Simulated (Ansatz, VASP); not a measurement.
## HfC: VASP beside Ansatz

```
Hf C
1.0
     2.60052    0.00000    0.00000
     0.00000    2.60052    0.00000
     0.00000    0.00000    2.60052
Hf C
1 1
Direct
  0.00000 0.00000 0.00000
  0.50000 0.50000 0.50000
```

Change from the starting cell: volume scaled by 0.72, PAW files.

Alike in both runs: task single point; functional PBE; k mesh 14 × 14 × 14; occupations fermi-dirac, width 0.08 eV; no spin polarisation.

|  | VASP | Ansatz |
| --- | --- | --- |
| version | VASP 6.6.1 | Ansatz 0.2.0 |
| potentials or method | VASP PAW PBE potentials, release 64 (Hf_pv, C) | PAW with Ansatz's default frozen-core files, scalar-relativistic |
| plane-wave cutoff (eV) | 520 | 420 |
| valence electrons in the cell | 14 | 30 |

```csv
,VASP,Ansatz,Ansatz less VASP
pressure (GPa),126.1,128.3,+2.18
```

Both programs put the cell under a high pressure, so it lies far from rest at this level. With one functional, cell and mesh, what is left measures potentials, basis and numerics. VASP's potentials hold 14 valence electrons a cell and Ansatz's 30, so a difference there can come from the potentials and not from the codes.

Neither program's run includes spin-orbit coupling. Noted on VASP's run: the cell as given lies far from equilibrium.
